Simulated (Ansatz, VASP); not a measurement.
**Eu2Ru in VASP and in Ansatz**

```
CELL_PARAMETERS angstrom
0.00000 3.25342 3.25342
3.25342 0.00000 3.25342
3.25342 3.25342 0.00000
ATOMIC_POSITIONS crystal
Eu 0.75000 0.75000 0.75000
Eu 0.50000 0.50000 0.50000
Ru 0.00000 0.00000 0.00000
```

Change from the starting cell: species swapped into the Cu2Se type (F-43m, No. 216).

Alike in both runs: task single point; functional PBE; k mesh 4 × 4 × 4; occupations gaussian, width 0.1 eV; collinear spin.

|  | VASP | Ansatz |
| --- | --- | --- |
| version | VASP 6.6.1 | Ansatz 0.2.0 |
| potentials or method | VASP PAW PBE potentials, release 64 (Eu, Ru_pv), cutoff 520 eV | scalar-relativistic, plane waves, PAW |
| valence electrons in the cell | 48 | 50 |

```tsv
	VASP	Ansatz	Ansatz less VASP
gap on the k mesh at the Fermi level (eV)	none	none	-
pressure (GPa)	8.3	8.0	-0.31
net moment per atom (μB)	4.58	4.58	+0.002
size of the moment on the site where the two differ most (μB)	6.69	6.76	+0.066
```

Site moments also hang on the region over which each program counts them. A gap of «none» marks a metal or a gap that the smearing closes. With one functional, cell and mesh, what is left measures potentials, basis and numerics. VASP's potentials hold 48 valence electrons a cell and Ansatz's 50, so a difference there can come from the potentials and not from the codes.

The k mesh is coarse, so the values compare programs but aren't converged. Spin-orbit coupling is off throughout.
